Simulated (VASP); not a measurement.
# LiH (Fm-3m) in VASP: further runs

LiH is run at these levels: PBEsol; tasks: vibrations by perturbation theory.

Everything below comes from runs of VASP 6.6.1. Logs are shortened: lines on timing, memory, paths and dates and some standing lists are left out, and cuts for length are marked.

## (1) The cell of the first run

The structure is cubic, space group Fm-3m (No. 225). Conventional cell: a = 3.647 Å, b = 3.647 Å, c = 3.647 Å, α = 90.00°, β = 90.00°, γ = 90.00°. Within 2.4 Å of Li (site symmetry m-3m) lie 6 H at 1.82 Å. Within 2.4 Å of H (site symmetry m-3m) lie 6 Li at 1.82 Å.

## (2) Vibrations by perturbation theory, PBEsol

INCAR

```
SYSTEM = LiH
ALGO = Normal
EDIFF = 1E-8
ENCUT = 520
GGA = PS
IBRION = 8
ISIF = 2
ISMEAR = 0
LASPH = .TRUE.
LCHARG = .FALSE.
LREAL = .FALSE.
LWAVE = .FALSE.
NELM = 100
NSW = 1
PREC = Accurate
SIGMA = 0.01
```

KPOINTS

```
k-points
0
G
  10 10 10
  0 0 0
```

POSCAR

```
LiH
1.0
    1.8234825461      1.8234825461      0.0000000000
   -1.8234825461      1.8234825461      0.0000000000
    0.0000000000      1.8234825461      1.8234825461
Li H
1 1
Direct
    0.0000000000      0.0000000000      0.0000000000
    0.5000000000      0.5000000000      0.0000000000
```

Potentials or basis: VASP PAW PBE potentials, release 64 (Li_sv, H).

On the command line:

```console
cat potpaw_PBE.64/Li_sv/POTCAR potpaw_PBE.64/H/POTCAR > POTCAR
mpirun -np 1 vasp_std > vasp.out
```

OUTCAR:

```text
SYSTEM = LiH
   EDIFF = 1E-8
   ENCUT = 520
   GGA = PS
   IBRION = 8
   ISIF = 2
   ISMEAR = 0
   LASPH = .TRUE.
   LREAL = .FALSE.
   NELM = 100
   NSW = 1
   PREC = Accurate

 ion  position               nearest neighbor table
   1  0.000  0.000  0.000-
   2  0.500  0.500  0.000-

  LATTYP: Found a face centered cubic cell.
 ALAT       =     3.6469650922

  Lattice vectors:

 A1 = (   0.0000000000,   1.8234825461,   1.8234825461)
 A2 = (   1.8234825461,   0.0000000000,   1.8234825461)
 A3 = (   1.8234825461,   1.8234825461,   0.0000000000)

Analysis of symmetry for initial positions (statically):
=====================================================================
 Subroutine PRICEL returns:
 Original cell was already a primitive cell.

 Routine SETGRP: Setting up the symmetry group for a
 face centered cubic supercell.

 Subroutine GETGRP returns: Found 48 space group operations
 (whereof 48 operations were pure point group operations)
 out of a pool of 48 trial point group operations.

The static configuration has the point symmetry O_h .

Analysis of symmetry for dynamics (positions and initial velocities):
=====================================================================
 Subroutine PRICEL returns:
 Original cell was already a primitive cell.

 Routine SETGRP: Setting up the symmetry group for a
 face centered cubic supercell.

 Subroutine GETGRP returns: Found 48 space group operations
 (whereof 48 operations were pure point group operations)
 out of a pool of 48 trial point group operations.

The dynamic configuration has the point symmetry O_h .

 Subroutine INISYM returns: Found 48 space group operations
 (whereof 48 operations are pure point group operations),
 and found     1 'primitive' translations

----------------------------------------------------------------------------------------

                                     Primitive cell

  volume of cell :      12.1265

  direct lattice vectors                    reciprocal lattice vectors
     1.823482546  1.823482546  0.000000000     0.274200595  0.274200595 -0.274200595
    -1.823482546  1.823482546  0.000000000    -0.274200595  0.274200595 -0.274200595
     0.000000000  1.823482546  1.823482546     0.000000000  0.000000000  0.548401191

  length of vectors
     2.578793747  2.578793747  2.578793747     0.474929363  0.474929363  0.548401191

  position of ions in fractional coordinates (direct lattice)
     0.000000000  0.000000000  0.000000000
     0.500000000  0.500000000  0.000000000

  ion indices of the primitive-cell ions
   primitive index   ion index
                 1           1
                 2           2

----------------------------------------------------------------------------------------

 KPOINTS: k-points

Automatic generation of k-mesh.
 Grid dimensions read from file:
 generate k-points for:   10   10   10

 Generating k-lattice:

  Cartesian coordinates                     Fractional coordinates (reciprocal lattice)
     0.027420060  0.027420060 -0.027420060     0.100000000  0.000000000  0.000000000
    -0.027420060  0.027420060 -0.027420060     0.000000000  0.100000000  0.000000000
     0.000000000  0.000000000  0.054840119     0.000000000  0.000000000  0.100000000

  Length of vectors
     0.047492936  0.047492936  0.054840119

  Shift w.r.t. Gamma in fractional coordinates (k-lattice)
[... 69 lines left out ...]
   IALGO  =     38    algorithm
   IMIX   =      4    mixing-type and parameters
     AMIX     =   0.40;   BMIX     =  1.00
     AMIX_MAG =   1.60;   BMIX_MAG =  1.00
  volume/ion in A,a.u.               =       6.06        40.92
  Fermi-wavevector in a.u.,A,eV,Ry     =   1.131140  2.137546 17.408366  1.279479
  Thomas-Fermi vector in A             =   2.267839
   LORBIT       =      0    0 simple, 1 ext, 2 COOP (PROOUT), +10 PAW based schemes
   GGA     = PS    functional components
   LHFCALC =     F    Hartree Fock is set to
   AEXX    =    0.0000 exact exchange contribution
   IVDW    =     0    specifies the selected vdW correction
   LEPSILON=     F    determine dielectric tensor
   LRPA    =     F    only Hartree local field effects (RPA)
 non-spin polarized calculation
 Gauss-broadening in eV      SIGMA  =   0.01
  energy-cutoff  :      520.00
  volume of cell :       12.13
 maximum number of plane-waves:       332
   NGX =  9   NGY =  9   NGZ =  9

--------------------------------------- Ionic step        1  -------------------------------------------

 number of electron       4.0000000 magnetization

 Free energy of the ion-electron system (eV)
  ---------------------------------------------------
  ext. energy  EPLUGINS =         0.00000000
  ---------------------------------------------------
  free energy    TOTEN  =        -5.97438589 eV

  energy without entropy =       -5.97438589  energy(sigma->0) =       -5.97438589

 E-fermi :   1.8797     XC(G=0):  -9.5684

 val. band max:        1.7094144068   @ k =   0.5000   0.5000   0.0000
 cond. band min:       4.1353858240   @ k =   0.5000   0.5000   0.0000
 fundamental gap:      2.4259714172
 Fermi energy:         1.8797212105

 k-point     1 :       0.0000    0.0000    0.0000
  band No.  band energies     occupation
      1     -41.9373      2.00000
      2      -4.9458      2.00000
      3      21.8638      0.00000
      4      22.4485      0.00000
      5      22.4486      0.00000
      6      22.4486      0.00000
[... 199 lines left out ...]
 k-point    24 :       0.4000    0.3000    0.0000
  band No.  band energies     occupation
      1     -41.7653      2.00000
      2       0.1642      2.00000
      3       6.3535      0.00000
      4      10.2798      0.00000
      5      15.8232      0.00000
      6      21.1039      0.00000

 [... further k-points ...]
[... 5 lines left out ...]
  --------------------------------------------------------------------------------------
  -------------------------------------------------------------------------------------
  Total        1.1387503      1.1387503      1.1387503      0.0000000     -0.0000000     -0.0000000
  in kB      150.4541862    150.4541862    150.4541862      0.0000000     -0.0000000     -0.0000000
  external PRESSURE =     150.4541862 kB  Pullay stress =       0.0000000 kB

 VOLUME and BASIS-vectors are now :
 -----------------------------------------------------------------------------
  energy-cutoff  :      520.00
  volume of cell :       12.13
      direct lattice vectors                 reciprocal lattice vectors
     1.823482546  1.823482546  0.000000000     0.274200595  0.274200595 -0.274200595
    -1.823482546  1.823482546  0.000000000    -0.274200595  0.274200595 -0.274200595
     0.000000000  1.823482546  1.823482546     0.000000000  0.000000000  0.548401191

 POSITION                                       TOTAL-FORCE (eV/Angst)
 -----------------------------------------------------------------------------------
      0.00000      0.00000      0.00000         0.000000     -0.000000      0.000000
      0.00000      1.82348      0.00000         0.000000      0.000000      0.000000
 -----------------------------------------------------------------------------------
    total drift:                               -0.000000      0.000000     -0.000000

  FREE ENERGIE OF THE ION-ELECTRON SYSTEM (eV)
  ---------------------------------------------------
  free  energy   TOTEN  =        -5.9743858936 eV

  energy  without entropy=       -5.9743858936  energy(sigma->0) =       -5.97438589

[... ionic steps 2 to 3 ...]

--------------------------------------- Ionic step        4  -------------------------------------------

------------------------ aborting loop because EDIFF is reached ----------------------------------------

[... ionic steps 5 to 6 ...]

--------------------------------------- Ionic step        7  -------------------------------------------

 Free energy of the ion-electron system (eV)
  ---------------------------------------------------
  ---------------------------------------------------
  free energy    TOTEN  =        -0.01826010 eV

  energy without entropy =       -0.01826010

------------------------ aborting loop because EDIFF is reached ----------------------------------------

 INTERNAL STRAIN TENSOR  FOR ION    2  DIRECTION 1   (eV/Angst):
 -----------------------------------------------------------------------------
    -0.00185  0.00000 -0.00000
     0.00000  0.00451  0.00000
     0.00000  0.00000  0.00451

 INTERNAL STRAIN TENSOR FOR ION    2 for displacements in x,y,z  (eV/Angst):
          X           Y           Z          XY          YZ          ZX
  --------------------------------------------------------------------------------
  x     0.00000     0.00000     0.00000     0.00000     0.00000     0.00000
  y     0.00000     0.00000     0.00000     0.00000     0.00000     0.00000
  z     0.00000     0.00000     0.00000     0.00000     0.00000     0.00000

 SECOND DERIVATIVES (NOT SYMMETRIZED)
 ------------------------------------
               1X          1Y          1Z          2X          2Y          2Z
  1X    -2.553962    0.000000   -0.000000    2.553962   -0.000000    0.000000
  1Y    -0.000000   -2.553962    0.000000    0.000000    2.553962   -0.000000
  1Z    -0.000000    0.000000   -2.553962    0.000000   -0.000000    2.553962
  2X     2.560491    0.000000    0.000000   -2.560491    0.000000    0.000000
  2Y     0.000000    2.560491    0.000000    0.000000   -2.560491    0.000000
  2Z     0.000000    0.000000    2.560491    0.000000    0.000000   -2.560491

 Eigenvectors and eigenvalues of the dynamical matrix
 ----------------------------------------------------

   1 f  =   26.736251 THz   167.988818 2PiTHz  891.825332 cm-1   110.572199 meV
             X         Y         Z           dx          dy          dz
      0.000000  0.000000  0.000000     0.352938   -0.000000   -0.000000
      0.000000  1.823483  0.000000    -0.935647    0.000000   -0.000000
[... 21 lines left out ...]
   6 f/i=    0.011272 THz     0.070822 2PiTHz    0.375985 cm-1     0.046616 meV
             X         Y         Z           dx          dy          dz
      0.000000  0.000000  0.000000    -0.103153    0.885573   -0.283822
      0.000000  1.823483  0.000000    -0.038911    0.334050   -0.107062

--------------------------------------------------------------------------------------------------------

 ELASTIC MODULI CONTR FROM IONIC RELAXATION (kBar)
 Direction    XX          YY          ZZ          XY          YZ          ZX
 --------------------------------------------------------------------------------
 XX           0.0000      0.0000      0.0000      0.0000      0.0000      0.0000
 YY           0.0000      0.0000      0.0000      0.0000      0.0000      0.0000
 ZZ           0.0000      0.0000      0.0000      0.0000      0.0000      0.0000
 XY           0.0000      0.0000      0.0000      0.0000      0.0000      0.0000
 YZ           0.0000      0.0000      0.0000      0.0000      0.0000      0.0000
 ZX           0.0000      0.0000      0.0000      0.0000      0.0000      0.0000
 --------------------------------------------------------------------------------
```

Wall time 23 s (1 thread of Intel Xeon 6975P-C, shared host); peak memory 0.14 GiB.

Results:

| Item | Value |
| --- | --- |
| Highest phonon frequency at Γ, LO-TO splitting left out | 892 cm⁻¹ |

Phonon frequencies in cm⁻¹ (negative: imaginary):
| q point | frequencies |
| --- | --- |
| (0.000, 0.000, 0.000) | 0 0 0 892 892 892 |

Caveat: the cell wasn't relaxed at this level first, which shifts response properties; the cutoff is under 1.25 times the usual one of these potentials, so pressure, stress and relaxed cells hold a basis-set (Pulay) error; the PAW data sets were made with another functional, which shifts forces and pressure a little.

(Part 1 of 3 ends here.)
